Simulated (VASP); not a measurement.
Hg, 1 atom in the cell. Symmetry: R-3m, No. 166, trigonal system. The conventional cell has a = 3.883 Å, b = 3.883 Å, c = 6.552 Å, α = 90.00°, β = 90.00°, γ = 120.00°. Within 4.1 Å of Hg (site symmetry -3m) lie 12 Hg at 3.13 to 3.88 Å. 

* Program: VASP 6.6.1
* Task: single point
* Functional: PBE
* Potentials or basis: VASP PAW PBE potentials, release 64 (Hg)
* Cutoff: 520 eV
* k mesh: 8 × 8 × 8
* Occupations: gaussian, width 0.05 eV
* Spin: no spin polarisation
* Dipole correction: no
* Further INCAR settings: ALGO = Normal; EDIFF = 1e-07; NBANDS = 12

Potentials or basis: VASP PAW PBE potentials, release 64 (Hg).

Launch:

```console
$ cat potpaw_PBE.64/Hg/POTCAR > POTCAR
$ mpirun -np 1 vasp_std > vasp.out
```

Hardware: 1 thread of Intel(R) Xeon(R) 6975P-C (Granite Rapids), with other jobs on the host.

Q: How long does it take, and how much memory?

A: Run time: 4.6 s on 1 thread of Intel(R) Xeon(R) 6975P-C (Granite Rapids), with other jobs on the host, peak memory 0.15 GiB. Counts: scf iterations 11, k points 65.
